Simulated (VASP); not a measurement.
Runs of VASP 6.6.1 on Ti. It takes space group P6/mmm (No. 191, hexagonal). Conventional cell: a = 4.600 Å, b = 4.600 Å, c = 2.820 Å, α = 90.00°, β = 90.00°, γ = 120.00°. Ti (site symmetry 6/mmm) has 14 Ti at 2.82 to 3.01 Å within 3.7 Å. Ti (site symmetry -6m2) has 11 Ti at 2.66 to 3.01 Å within 3.5 Å. 

| k mesh | gap on the mesh (eV) | pressure (GPa) |
| --- | --- | --- |
| 3 × 3 × 4 | none | -9.6 |
| 4 × 4 × 5 | none | -9.3 |
| 5 × 5 × 7 | none | -9.0 |
| 3 × 3 × 5 | none | (a) |

Alike in all rows: task single point; level LDA; potentials or basis VASP PAW LDA potentials, release 64 (Ti_sv); no spin polarisation; cell as given; cutoff (eV) 520; smearing fermi-dirac 0.1 eV.

Task: Estimate the missing entries.

Result: (a) -9.2.

Caveats: some runs use coarse meshes.

A gap of «none» marks levels without a gap at the run's occupations.
